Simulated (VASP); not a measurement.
# Be3ZnTe4 (P-4m2) in VASP: single point with PBE

Aim: the single point of Be3ZnTe4 with PBE.

Program: VASP 6.6.1. These are calculated values, not measurements. Logs are shortened: lines on timing, memory, paths and dates and some standing lists are left out, and cuts for length are marked.

**1. The cell of the first run**

The structure is tetragonal, space group P-4m2 (No. 115). Conventional cell: a = 4.085 Å, b = 4.085 Å, c = 11.657 Å, α = 90.00°, β = 90.00°, γ = 90.00°. Be (site symmetry -4m2) has 4 Te at 2.47 Å within 3.3 Å. Be (site symmetry 2mm) has 4 Te at 2.46 to 2.48 Å within 3.3 Å. Zn (site symmetry -4m2) has 4 Te at 2.63 Å within 3.5 Å. Te (site symmetry 2mm) has 4 Be at 2.47 to 2.48 Å within 3.3 Å. Te (site symmetry 2mm) has 2 Be at 2.46 Å and 2 Zn at 2.63 Å within 3.3 Å.

**2. Single point, PBE**

INCAR reads:

```
SYSTEM = Be3ZnTe4
PREC = Accurate
ENCUT = 520
EDIFF = 1E-6
ISMEAR = 0
SIGMA = 0.02
LREAL = .FALSE.
LASPH = .TRUE.
NELM = 60
ALGO = Normal
ISIF = 2
LWAVE = .FALSE.
LCHARG = .FALSE.
GGA = PE
NBANDS = 31
```

KPOINTS reads:

```
Automatic mesh
0
G
  8 8 4
  0 0 0
```

POSCAR reads:

```
Be3ZnTe4
1.0
    4.0849839218      0.0000000000      0.0000000000
    0.0000000000      4.0849839218      0.0000000000
    0.0000000000      0.0000000000     11.6567355805
Be Zn Te
3 1 4
Direct
    0.0000000000      0.0000000000      0.0000000000
    0.5000000000      0.5000000000      0.2395778196
    0.5000000000      0.5000000000      0.7604221804
    0.0000000000      0.0000000000      0.5000000000
    0.5000000000      0.0000000000      0.1196241532
    0.0000000000      0.5000000000      0.3577198292
    0.5000000000      0.0000000000      0.6422801708
    0.0000000000      0.5000000000      0.8803758468
```

Potentials or basis: VASP PAW PBE potentials, release 64 (Be, Zn, Te).

Started as:

```sh
$ cat potpaw_PBE.64/Be/POTCAR potpaw_PBE.64/Zn/POTCAR potpaw_PBE.64/Te/POTCAR > POTCAR
$ mpirun -np 1 vasp_std > vasp.out
```

OUTCAR:

```text
SYSTEM = Be3ZnTe4
   PREC = Accurate
   ENCUT = 520
   EDIFF = 1E-6
   ISMEAR = 0
   LREAL = .FALSE.
   LASPH = .TRUE.
   NELM = 60
   ISIF = 2
   GGA = PE

 ion  position               nearest neighbor table
   1  0.000  0.000  0.000-   5 2.47   8 2.47   8 2.47   5 2.47
   2  0.500  0.500  0.240-   6 2.46   6 2.46   5 2.48   5 2.48
   3  0.500  0.500  0.760-   7 2.46   7 2.46   8 2.48   8 2.48
   4  0.000  0.000  0.500-   6 2.63   7 2.63   6 2.63   7 2.63
   5  0.500  0.000  0.120-   1 2.47   1 2.47   2 2.48   2 2.48
   6  0.000  0.500  0.358-   2 2.46   2 2.46   4 2.63   4 2.63
   7  0.500  0.000  0.642-   3 2.46   3 2.46   4 2.63   4 2.63
   8  0.000  0.500  0.880-   1 2.47   1 2.47   3 2.48   3 2.48

  LATTYP: Found a simple tetragonal cell.
 ALAT       =     4.0849839218
 C/A-ratio  =     2.8535572731

  Lattice vectors:

 A1 = (   4.0849839218,   0.0000000000,   0.0000000000)
 A2 = (   0.0000000000,   4.0849839218,   0.0000000000)
 A3 = (   0.0000000000,   0.0000000000,  11.6567355805)

Analysis of symmetry for initial positions (statically):
=====================================================================
 Subroutine PRICEL returns:
 Original cell was already a primitive cell.

 Routine SETGRP: Setting up the symmetry group for a
 simple tetragonal supercell.

 Subroutine GETGRP returns: Found  8 space group operations
 (whereof  8 operations were pure point group operations)
 out of a pool of 16 trial point group operations.

The static configuration has the point symmetry D_2d.

Analysis of symmetry for dynamics (positions and initial velocities):
=====================================================================
 Subroutine PRICEL returns:
 Original cell was already a primitive cell.

 Routine SETGRP: Setting up the symmetry group for a
 simple tetragonal supercell.

 Subroutine GETGRP returns: Found  8 space group operations
 (whereof  8 operations were pure point group operations)
 out of a pool of 16 trial point group operations.

The dynamic configuration has the point symmetry D_2d.

 Subroutine INISYM returns: Found  8 space group operations
 (whereof  8 operations are pure point group operations),
 and found     1 'primitive' translations

----------------------------------------------------------------------------------------

                                     Primitive cell

  volume of cell :     194.5170

  direct lattice vectors                    reciprocal lattice vectors
     4.084983922  0.000000000  0.000000000     0.244799005  0.000000000  0.000000000
     0.000000000  4.084983922  0.000000000     0.000000000  0.244799005  0.000000000
     0.000000000  0.000000000 11.656735580     0.000000000  0.000000000  0.085787311

  length of vectors
     4.084983922  4.084983922 11.656735580     0.244799005  0.244799005  0.085787311

  position of ions in fractional coordinates (direct lattice)
     0.000000000  0.000000000  0.000000000
     0.500000000  0.500000000  0.239577820
     0.500000000  0.500000000  0.760422180
     0.000000000  0.000000000  0.500000000
     0.500000000  0.000000000  0.119624153
     0.000000000  0.500000000  0.357719829
     0.500000000  0.000000000  0.642280171
     0.000000000  0.500000000  0.880375847

  ion indices of the primitive-cell ions
   primitive index   ion index
                 1           1
                 2           2
                 3           3
                 4           4
                 5           5
                 6           6
                 7           7
                 8           8

----------------------------------------------------------------------------------------

 KPOINTS: Automatic mesh

Automatic generation of k-mesh.
 Grid dimensions read from file:
 generate k-points for:    8    8    4

 Generating k-lattice:

  Cartesian coordinates                     Fractional coordinates (reciprocal lattice)
     0.030599876  0.000000000  0.000000000     0.125000000  0.000000000  0.000000000
     0.000000000  0.030599876  0.000000000     0.000000000  0.125000000  0.000000000
     0.000000000  0.000000000  0.021446828     0.000000000  0.000000000  0.250000000

  Length of vectors
     0.030599876  0.030599876  0.021446828

  Shift w.r.t. Gamma in fractional coordinates (k-lattice)
     0.000000000  0.000000000  0.000000000

 Subroutine IBZKPT returns following result:
 ===========================================

 Found     45 irreducible k-points:

 Following reciprocal coordinates:
            Coordinates               Weight
  0.000000  0.000000  0.000000      1.000000
  0.125000  0.000000  0.000000      4.000000
  0.250000  0.000000  0.000000      4.000000
  0.375000  0.000000  0.000000      4.000000
  0.500000  0.000000  0.000000      2.000000
  0.125000  0.125000  0.000000      4.000000
[... 16 lines left out ...]
  0.375000  0.125000  0.250000     16.000000
  0.500000  0.125000  0.250000      8.000000
 [... further k-points ...]
   k-points           NKPTS =     45   k-points in BZ     NKDIM =     45   number of bands    NBANDS=     31
   number of dos      NEDOS =    301   number of ions     NIONS =      8
   total plane-waves  NPLWV =  81000
   dimension x,y,z NGX =    30 NGY =   30 NGZ =   90
   dimension x,y,z NGXF=    60 NGYF=   60 NGZF=  180
   ions per type =               3   1   4
   NGX,Y,Z   is equivalent  to a cutoff of  12.21, 12.21, 12.84 a.u.
   NGXF,Y,Z  is equivalent  to a cutoff of  24.42, 24.42, 25.67 a.u.
 SYSTEM =  Be3ZnTe4
   PREC   = accura    normal or accurate (medium, high low for compatibility)
   ISTART =      0    job   : 0-new  1-cont  2-samecut
   ICHARG =      2    charge: 1-file 2-atom 10-const
   ISPIN  =      1    spin polarized calculation?
   LNONCOLLINEAR =      F non collinear calculations
   LSORBIT =      F    spin-orbit coupling
   LASPH  =      T    aspherical Exc in radial PAW
   ENCUT  =  520.0 eV  38.22 Ry    6.18 a.u.   7.60  7.60 21.67*2*pi/ulx,y,z
   NELM   =     60;   NELMIN=  2; NELMDL= -5     # of ELM steps
   EDIFF  = 0.1E-05   stopping-criterion for ELM
   LREAL  =      F    real-space projection
   EDIFFG = 0.1E-04   stopping-criterion for IOM
   NSW    =      0    number of steps for IOM
   IBRION =     -1    ionic relax: 0-MD 1-quasi-New 2-CG
   NFREE  =      0    steps in history (QN), initial steepest desc. (CG)
   ISIF   =      2    stress and relaxation
   ISYM   =      2    0-nonsym 1-usesym 2-fastsym
   POTIM  = 0.5000    time-step for ionic-motion
   TEBEG  =    0.0;   TEEND  =   0.0 temperature during run
   PSTRESS=    0.0 pullay stress
   NELECT =      42.0000    total number of electrons
   NUPDOWN=      -1.0000    fix difference up-down
   EMIN   =  10.00;   EMAX   =-10.00  energy-range for DOS
   EFERMI =   0.00;   METHOD = LEGACY
   ISMEAR =     0;   SIGMA  =   0.02  broadening in eV -4-tet -1-fermi 0-gaus
   EFERMI_NEDOS =   21; number of points for ismear=-14 and -15
   IALGO  =     38    algorithm
   IMIX   =      4    mixing-type and parameters
     AMIX     =   0.40;   BMIX     =  1.00
     AMIX_MAG =   1.60;   BMIX_MAG =  1.00
  volume/ion in A,a.u.               =      24.31       164.08
  Fermi-wavevector in a.u.,A,eV,Ry     =   0.982137  1.855970 13.124084  0.964593
  Thomas-Fermi vector in A             =   2.113197
   LORBIT       =      0    0 simple, 1 ext, 2 COOP (PROOUT), +10 PAW based schemes
   GGA     = PE    functional components
   LHFCALC =     F    Hartree Fock is set to
   AEXX    =    0.0000 exact exchange contribution
   IVDW    =     0    specifies the selected vdW correction
   LEPSILON=     F    determine dielectric tensor
   LRPA    =     F    only Hartree local field effects (RPA)
 non-spin polarized calculation
 Gauss-broadening in eV      SIGMA  =   0.02
  energy-cutoff  :      520.00
  volume of cell :      194.52
 maximum number of plane-waves:      5260
   NGX = 15   NGY = 15   NGZ = 43

 number of electron      41.9999992 magnetization

 Free energy of the ion-electron system (eV)
  ---------------------------------------------------
  ext. energy  EPLUGINS =         0.00000000
  ---------------------------------------------------
  free energy    TOTEN  =       -27.92449942 eV

  energy without entropy =      -27.92449942  energy(sigma->0) =      -27.92449942

 E-fermi :   4.5396     XC(G=0):  -8.9548

 val. band max:        4.4123688850   @ k =   0.0000   0.0000   0.0000
 cond. band min:       6.3613194976   @ k =   0.0000   0.0000   0.2500
 fundamental gap:      1.9489506126
 Fermi energy:         4.5395554513

 k-point     1 :       0.0000    0.0000    0.0000
  band No.  band energies     occupation
      1      -7.6943      2.00000
      2      -7.1054      2.00000
      3      -6.9396      2.00000
      4      -6.0773      2.00000
      5      -2.4572      2.00000
      6      -2.4572      2.00000
[... 23 lines left out ...]
     30       8.6360      0.00000
     31       8.6705      0.00000

 k-point     2 :       0.1250    0.0000    0.0000
  band No.  band energies     occupation
      1      -7.6049      2.00000
      2      -7.0389      2.00000
      3      -6.8792      2.00000
      4      -6.0751      2.00000
      5      -2.4635      2.00000
      6      -2.4550      2.00000
[... 23 lines left out ...]
     30       8.9127      0.00000
     31       9.1226      0.00000

 k-point     3 :       0.2500    0.0000    0.0000
  band No.  band energies     occupation
      1      -7.3502      2.00000
      2      -6.8627      2.00000
      3      -6.7258      2.00000
      4      -6.1060      2.00000
      5      -2.4634      2.00000
      6      -2.4497      2.00000
[... 23 lines left out ...]
     30       9.4993      0.00000
     31       9.7146      0.00000

 k-point     4 :       0.3750    0.0000    0.0000
  band No.  band energies     occupation
      1      -6.9764      2.00000
      2      -6.6523      2.00000
      3      -6.5667      2.00000
      4      -6.2563      2.00000
      5      -2.4468      2.00000
      6      -2.4443      2.00000
[... 635 lines left out ...]
     30       9.5517      0.00000
     31       9.7326      0.00000

 k-point    23 :       0.3750    0.1250    0.2500
  band No.  band energies     occupation
      1      -6.8763      2.00000
      2      -6.6846      2.00000
      3      -6.4230      2.00000
      4      -6.2352      2.00000
      5      -2.4473      2.00000
      6      -2.4317      2.00000
[... 23 lines left out ...]
     30       9.5961      0.00000
     31       9.9784      0.00000

 k-point    24 :       0.5000    0.1250    0.2500
  band No.  band energies     occupation
      1      -6.5203      2.00000
      2      -6.5090      2.00000
      3      -6.4644      2.00000
      4      -6.4643      2.00000
      5      -2.4406      2.00000
      6      -2.4217      2.00000
[... 23 lines left out ...]
     30       9.4437      0.00000
     31       9.8428      0.00000

 [... further k-points ...]
[... 5 lines left out ...]
  --------------------------------------------------------------------------------------
  -------------------------------------------------------------------------------------
  Total        0.1510406      0.1510406      0.1547865      0.0000000     -0.0000000      0.0000000
  in kB        1.2440756      1.2440756      1.2749288      0.0000000     -0.0000000      0.0000000
  external PRESSURE =       1.2543600 kB  Pullay stress =       0.0000000 kB

 VOLUME and BASIS-vectors are now :
 -----------------------------------------------------------------------------
  energy-cutoff  :      520.00
  volume of cell :      194.52
      direct lattice vectors                 reciprocal lattice vectors
     4.084983922  0.000000000  0.000000000     0.244799005  0.000000000  0.000000000
     0.000000000  4.084983922  0.000000000     0.000000000  0.244799005  0.000000000
     0.000000000  0.000000000 11.656735580     0.000000000  0.000000000  0.085787311

 POSITION                                       TOTAL-FORCE (eV/Angst)
 -----------------------------------------------------------------------------------
      0.00000      0.00000      0.00000         0.000000     -0.000000      0.000000
      2.04249      2.04249      2.79270         0.000000     -0.000000     -0.000019
      2.04249      2.04249      8.86404         0.000000      0.000000      0.000019
      0.00000      0.00000      5.82837         0.000000     -0.000000      0.000000
      2.04249      0.00000      1.39443         0.000000     -0.000000      0.000586
      0.00000      2.04249      4.16985         0.000000     -0.000000     -0.000618
      2.04249      0.00000      7.48689         0.000000     -0.000000      0.000618
      0.00000      2.04249     10.26231        -0.000000     -0.000000     -0.000586
 -----------------------------------------------------------------------------------
    total drift:                                0.000000      0.000000     -0.000000

  FREE ENERGIE OF THE ION-ELECTRON SYSTEM (eV)
  ---------------------------------------------------
  free  energy   TOTEN  =       -27.9244994244 eV

  energy  without entropy=      -27.9244994244  energy(sigma->0) =      -27.92449942
```

Wall time 7.8 min (1 thread of Intel Xeon 8259CL, shared host); peak memory 0.42 GiB.

What came out:

```
Free energy            : -27.9245 eV
Pressure               : 0.1 GPa
Band gap on the k mesh : 1.95 eV, indirect (least direct gap 1.96 eV)
```

Levels at points of the mesh, in eV from the valence-band top:
```tsv
k point	band 17	band 18	band 19	band 20	band 21	band 22	band 23	band 24	band 25	band 26
(0.00, 0.00, 0.00)	-1.35	-1.35	-0.15	0.00	0.00	1.96	2.37	2.49	2.79	2.85
(0.50, 0.00, 0.00)	-1.37	-1.32	-1.13	-1.10	-0.52	2.27	2.72	3.44	3.59	4.35
(0.50, 0.50, 0.00)	-3.03	-2.62	-2.48	-2.48	-2.40	2.01	2.06	2.06	2.83	5.06
(0.00, 0.00, 0.50)	-1.24	-0.82	-0.82	-0.38	-0.38	1.95	2.25	2.91	3.01	3.17
(0.50, 0.00, 0.50)	-1.86	-1.37	-1.36	-1.33	-0.52	2.91	3.25	3.29	3.36	4.28
(0.50, 0.50, 0.50)	-2.89	-2.84	-2.83	-2.66	-2.66	2.62	2.94	2.94	3.08	3.08
```

Caveat: spin-orbit coupling is left out, which moves the levels of the heavy elements.
